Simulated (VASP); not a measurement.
# ZnS (Cmc2_1) in VASP: single point with PBE

Aim: the single point of ZnS with PBE.

Program: VASP 6.6.1. These are calculated values, not measurements. Logs are shortened: lines on timing, memory, paths and dates and some standing lists are left out, and cuts for length are marked.

## (1) The cell of the first run

It takes space group Cmc2_1 (No. 36, orthorhombic). The conventional cell has a = 3.847 Å, b = 6.663 Å, c = 12.590 Å, α = 90.00°, β = 90.00°, γ = 90.00°. Zn (site symmetry m) has 4 S at 2.35 to 2.36 Å within 3.1 Å. Zn (site symmetry m) has 4 S at 2.35 to 2.37 Å within 3.1 Å. Within 3.1 Å of S (site symmetry m) lie 4 Zn at 2.35 to 2.36 Å. S (site symmetry m) has 4 Zn at 2.35 to 2.37 Å within 3.1 Å.

## (2) Single point, PBE (atoms displaced along a vibrational mode)

INCAR

```
SYSTEM = ZnS
PREC = Accurate
ENCUT = 520
EDIFF = 1E-7
ISMEAR = 0
SIGMA = 0.05
LREAL = .FALSE.
LASPH = .TRUE.
NELM = 80
ALGO = Normal
ISIF = 2
LWAVE = .FALSE.
LCHARG = .FALSE.
GGA = PE
NBANDS = 46
```

KPOINTS

```
regular mesh
0
G
  12 12 2
  0 0 0
```

POSCAR

```
ZnS
1.0
    3.8467234474      0.0000000000      0.0000000000
   -1.9233617237      3.3313602268      0.0000000000
    0.0000000000      0.0000000000     12.5902250312
Zn S
4 4
Direct
   -0.0063529483     -0.0127058965      0.0000503475
    0.0063529483      0.0127058965      0.5000503475
    0.3153226722      0.6306453445      0.2500245131
    0.6846773278      0.3693546555      0.7500245131
   -0.0162385133     -0.0324770267      0.1872896980
    0.0162385133      0.0324770267      0.6872896980
    0.3380641023      0.6761282047      0.4376354414
    0.6619358977      0.3238717953      0.9376354414
```

Potentials or basis: VASP PAW PBE potentials, release 64 (Zn, S).

Command:

```console
$ cat potpaw_PBE.64/Zn/POTCAR potpaw_PBE.64/S/POTCAR > POTCAR
$ mpirun -np 1 vasp_std > vasp.out
```

OUTCAR:

```text
SYSTEM = ZnS
   PREC = Accurate
   ENCUT = 520
   EDIFF = 1E-7
   ISMEAR = 0
   LREAL = .FALSE.
   LASPH = .TRUE.
   NELM = 80
   ISIF = 2
   GGA = PE

 ion  position               nearest neighbor table
   1  0.994  0.987  0.000-   8 2.35   5 2.36   8 2.36   8 2.36
   2  0.006  0.013  0.500-   7 2.35   6 2.36   7 2.36   7 2.36
   3  0.315  0.631  0.250-   5 2.35   5 2.36   5 2.36   7 2.37
   4  0.685  0.369  0.750-   6 2.35   6 2.36   6 2.36   8 2.37
   5  0.984  0.968  0.187-   3 2.35   1 2.36   3 2.36   3 2.36
   6  0.016  0.032  0.687-   4 2.35   2 2.36   4 2.36   4 2.36
   7  0.338  0.676  0.438-   2 2.35   2 2.36   2 2.36   3 2.37
   8  0.662  0.324  0.938-   1 2.35   1 2.36   1 2.36   4 2.37

  LATTYP: Found a hexagonal cell.
 ALAT       =     3.8467234474
 C/A-ratio  =     3.2729737927

  Lattice vectors:

 A1 = (   3.8467234474,   0.0000000000,   0.0000000000)
 A2 = (  -1.9233617237,   3.3313602268,   0.0000000000)
 A3 = (   0.0000000000,   0.0000000000,  12.5902250312)

Analysis of symmetry for initial positions (statically):
=====================================================================
 Subroutine PRICEL returns:
 Original cell was already a primitive cell.

 Routine SETGRP: Setting up the symmetry group for a
 hexagonal supercell.

 Subroutine GETGRP returns: Found  4 space group operations
 (whereof  2 operations were pure point group operations)
 out of a pool of 24 trial point group operations.

The static configuration has the point symmetry C_1h.
 The point group associated with its full space group is C_2v.

Analysis of symmetry for dynamics (positions and initial velocities):
=====================================================================
 Subroutine PRICEL returns:
 Original cell was already a primitive cell.

 Routine SETGRP: Setting up the symmetry group for a
 hexagonal supercell.

 Subroutine GETGRP returns: Found  4 space group operations
 (whereof  2 operations were pure point group operations)
 out of a pool of 24 trial point group operations.

The dynamic configuration has the point symmetry C_1h.
 The point group associated with its full space group is C_2v.

 Subroutine INISYM returns: Found  4 space group operations
 (whereof  2 operations are pure point group operations),
 and found     1 'primitive' translations

----------------------------------------------------------------------------------------

                                     Primitive cell

  volume of cell :     161.3415

  direct lattice vectors                    reciprocal lattice vectors
     3.846723447  0.000000000  0.000000000     0.259961501  0.150088842  0.000000000
    -1.923361724  3.331360227  0.000000000     0.000000000  0.300177685  0.000000000
     0.000000000  0.000000000 12.590225031     0.000000000  0.000000000  0.079426698

  length of vectors
     3.846723447  3.846723447 12.590225031     0.300177685  0.300177685  0.079426698

  position of ions in fractional coordinates (direct lattice)
     0.993647052  0.987294103  0.000050348
     0.006352948  0.012705897  0.500050348
     0.315322672  0.630645345  0.250024513
     0.684677328  0.369354655  0.750024513
     0.983761487  0.967522973  0.187289698
     0.016238513  0.032477027  0.687289698
     0.338064102  0.676128205  0.437635441
     0.661935898  0.323871795  0.937635441

  ion indices of the primitive-cell ions
   primitive index   ion index
                 1           1
                 2           2
                 3           3
                 4           4
                 5           5
                 6           6
                 7           7
                 8           8

----------------------------------------------------------------------------------------

 KPOINTS: regular mesh

Automatic generation of k-mesh.
 Grid dimensions read from file:
 generate k-points for:   12   12    2

 Generating k-lattice:

  Cartesian coordinates                     Fractional coordinates (reciprocal lattice)
     0.021663458  0.012507404  0.000000000     0.083333333  0.000000000  0.000000000
     0.000000000  0.025014807  0.000000000     0.000000000  0.083333333  0.000000000
     0.000000000  0.000000000  0.039713349     0.000000000  0.000000000  0.500000000

  Length of vectors
     0.025014807  0.025014807  0.039713349

  Shift w.r.t. Gamma in fractional coordinates (k-lattice)
     0.000000000  0.000000000  0.000000000

 Subroutine IBZKPT returns following result:
 ===========================================

 Found     86 irreducible k-points:

 Following reciprocal coordinates:
            Coordinates               Weight
  0.000000  0.000000  0.000000      1.000000
  0.083333  0.000000  0.000000      4.000000
  0.000000  0.083333  0.000000      2.000000
  0.166667  0.000000  0.000000      4.000000
  0.000000  0.166667  0.000000      2.000000
  0.250000  0.000000  0.000000      4.000000
[... 16 lines left out ...]
 -0.083333  0.416667  0.000000      4.000000
 -0.416667  0.333333  0.000000      4.000000
 [... further k-points ...]
   k-points           NKPTS =     86   k-points in BZ     NKDIM =     86   number of bands    NBANDS=     46
   number of dos      NEDOS =    301   number of ions     NIONS =      8
   total plane-waves  NPLWV =  86400
   dimension x,y,z NGX =    30 NGY =   30 NGZ =   96
   dimension x,y,z NGXF=    60 NGYF=   60 NGZF=  192
   ions per type =               4   4
   NGX,Y,Z   is equivalent  to a cutoff of  12.97, 12.97, 12.68 a.u.
   NGXF,Y,Z  is equivalent  to a cutoff of  25.93, 25.93, 25.35 a.u.
 SYSTEM =  ZnS
   PREC   = accura    normal or accurate (medium, high low for compatibility)
   ISTART =      0    job   : 0-new  1-cont  2-samecut
   ICHARG =      2    charge: 1-file 2-atom 10-const
   ISPIN  =      1    spin polarized calculation?
   LNONCOLLINEAR =      F non collinear calculations
   LSORBIT =      F    spin-orbit coupling
   LASPH  =      T    aspherical Exc in radial PAW
   ENCUT  =  520.0 eV  38.22 Ry    6.18 a.u.   7.15  7.15 23.41*2*pi/ulx,y,z
   NELM   =     80;   NELMIN=  2; NELMDL= -5     # of ELM steps
   EDIFF  = 0.1E-06   stopping-criterion for ELM
   LREAL  =      F    real-space projection
   EDIFFG = 0.1E-05   stopping-criterion for IOM
   NSW    =      0    number of steps for IOM
   IBRION =     -1    ionic relax: 0-MD 1-quasi-New 2-CG
   NFREE  =      0    steps in history (QN), initial steepest desc. (CG)
   ISIF   =      2    stress and relaxation
   ISYM   =      2    0-nonsym 1-usesym 2-fastsym
   POTIM  = 0.5000    time-step for ionic-motion
   TEBEG  =    0.0;   TEEND  =   0.0 temperature during run
   PSTRESS=    0.0 pullay stress
   NELECT =      72.0000    total number of electrons
   NUPDOWN=      -1.0000    fix difference up-down
   EMIN   =  10.00;   EMAX   =-10.00  energy-range for DOS
   EFERMI =   0.00;   METHOD = LEGACY
   ISMEAR =     0;   SIGMA  =   0.05  broadening in eV -4-tet -1-fermi 0-gaus
   EFERMI_NEDOS =   21; number of points for ismear=-14 and -15
   IALGO  =     38    algorithm
   IMIX   =      4    mixing-type and parameters
     AMIX     =   0.40;   BMIX     =  1.00
     AMIX_MAG =   1.60;   BMIX_MAG =  1.00
  volume/ion in A,a.u.               =      20.17       136.10
  Fermi-wavevector in a.u.,A,eV,Ry     =   1.251037  2.364118 21.294406  1.565095
  Thomas-Fermi vector in A             =   2.385004
   LORBIT       =      0    0 simple, 1 ext, 2 COOP (PROOUT), +10 PAW based schemes
   GGA     = PE    functional components
   LHFCALC =     F    Hartree Fock is set to
   AEXX    =    0.0000 exact exchange contribution
   IVDW    =     0    specifies the selected vdW correction
   LEPSILON=     F    determine dielectric tensor
   LRPA    =     F    only Hartree local field effects (RPA)
 non-spin polarized calculation
 Gauss-broadening in eV      SIGMA  =   0.05
  energy-cutoff  :      520.00
  volume of cell :      161.34
 maximum number of plane-waves:      4389
 NGX is ok and might be reduce to    30
   NGX = 15   NGY = 15   NGZ = 47

 number of electron      72.0000006 magnetization

 Free energy of the ion-electron system (eV)
  ---------------------------------------------------
  ext. energy  EPLUGINS =         0.00000000
  ---------------------------------------------------
  free energy    TOTEN  =       -27.38278754 eV

  energy without entropy =      -27.38278754  energy(sigma->0) =      -27.38278754

 E-fermi :   2.1675     XC(G=0):  -9.5248

 val. band max:        1.9228469242   @ k =   0.0000   0.0000   0.0000
 cond. band min:       3.9572878048   @ k =   0.0000   0.0000   0.0000
 fundamental gap:      2.0344408806
 Fermi energy:         2.1675341608

 k-point     1 :       0.0000    0.0000    0.0000
  band No.  band energies     occupation
      1     -11.0871      2.00000
      2     -10.6880      2.00000
      3     -10.6726      2.00000
      4     -10.1975      2.00000
      5      -4.3489      2.00000
      6      -4.3466      2.00000
[... 38 lines left out ...]
     45       8.6239      0.00000
     46       8.6868      0.00000

 k-point     2 :       0.0833    0.0000    0.0000
  band No.  band energies     occupation
      1     -11.0419      2.00000
      2     -10.6507      2.00000
      3     -10.6351      2.00000
      4     -10.1723      2.00000
      5      -4.3460      2.00000
      6      -4.3373      2.00000
[... 38 lines left out ...]
     45       8.5123      0.00000
     46       8.8078      0.00000

 k-point     3 :       0.0000    0.0833    0.0000
  band No.  band energies     occupation
      1     -11.0417      2.00000
      2     -10.6505      2.00000
      3     -10.6349      2.00000
      4     -10.1720      2.00000
      5      -4.3505      2.00000
      6      -4.3432      2.00000
[... 38 lines left out ...]
     45       8.4849      0.00000
     46       8.7516      0.00000

 k-point     4 :       0.1667    0.0000    0.0000
  band No.  band energies     occupation
      1     -10.9124      2.00000
      2     -10.5456      2.00000
      3     -10.5299      2.00000
      4     -10.1041      2.00000
      5      -4.3510      2.00000
      6      -4.3242      2.00000
[... 920 lines left out ...]
     45       8.9736      0.00000
     46       9.3669      0.00000

 k-point    23 :      -0.0833    0.4167    0.0000
  band No.  band energies     occupation
      1     -10.3651      2.00000
      2     -10.1534      2.00000
      3     -10.1232      2.00000
      4      -9.9035      2.00000
      5      -4.3421      2.00000
      6      -4.2955      2.00000
[... 38 lines left out ...]
     45       8.8732      0.00000
     46       9.4684      0.00000

 k-point    24 :      -0.4167    0.3333    0.0000
  band No.  band energies     occupation
      1     -10.3657      2.00000
      2     -10.1506      2.00000
      3     -10.1317      2.00000
      4      -9.9099      2.00000
      5      -4.3465      2.00000
      6      -4.2701      2.00000
[... 38 lines left out ...]
     45       8.9319      0.00000
     46       9.4223      0.00000

 [... further k-points ...]
[... 5 lines left out ...]
  --------------------------------------------------------------------------------------
  -------------------------------------------------------------------------------------
  Total        0.1430375      0.1756712      0.0945471      0.0000000      0.0000000      0.0000000
  in kB        1.4204127      1.7444767      0.9388853      0.0000000      0.0000000      0.0000000
  external PRESSURE =       1.3679249 kB  Pullay stress =       0.0000000 kB

 VOLUME and BASIS-vectors are now :
 -----------------------------------------------------------------------------
  energy-cutoff  :      520.00
  volume of cell :      161.34
      direct lattice vectors                 reciprocal lattice vectors
     3.846723447  0.000000000  0.000000000     0.259961501  0.150088842  0.000000000
    -1.923361724  3.331360227  0.000000000     0.000000000  0.300177685  0.000000000
     0.000000000  0.000000000 12.590225031     0.000000000  0.000000000  0.079426698

 POSITION                                       TOTAL-FORCE (eV/Angst)
 -----------------------------------------------------------------------------------
      1.92336      3.28903      0.00063         0.000000      0.035121      0.006254
      0.00000      0.04233      6.29575         0.000000     -0.035121      0.006254
     -0.00000      2.10091      3.14786         0.000000      0.092462      0.016571
      1.92336      1.23045      9.44298        -0.000000     -0.092462      0.016571
      1.92336      3.22317      2.35802         0.000000      0.037512     -0.002150
     -0.00000      0.10819      8.65313        -0.000000     -0.037512     -0.002150
     -0.00000      2.25243      5.50993        -0.000000     -0.004948     -0.020675
      1.92336      1.07893     11.80504         0.000000      0.004948     -0.020675
 -----------------------------------------------------------------------------------
    total drift:                                0.000000      0.000000      0.000250

  FREE ENERGIE OF THE ION-ELECTRON SYSTEM (eV)
  ---------------------------------------------------
  free  energy   TOTEN  =       -27.3827875444 eV

  energy  without entropy=      -27.3827875444  energy(sigma->0) =      -27.38278754
```

Run time: 12 min. Hardware: 1 thread of Intel Xeon Platinum 8259CL at 2.50GHz (Skylake/Cascade Lake), shared host; peak memory 0.59 GiB.

Results:

```yaml
Free_energy: -27.3828 eV
Pressure: 0.1 GPa
Largest_force: 0.094 eV/Å
Band_gap_on_the_k_mesh: 2.03 eV
```

Forces in eV/Å, atoms in the order of the input:
```
Zn   0.000  0.035  0.006
Zn   0.000 -0.035  0.006
Zn   0.000  0.092  0.017
Zn   0.000 -0.092  0.017
S    0.000  0.038 -0.002
S    0.000 -0.038 -0.002
S    0.000 -0.005 -0.021
S    0.000  0.005 -0.021
```

Caveat: the cell differs from its parent crystal (atoms displaced along a vibrational mode).
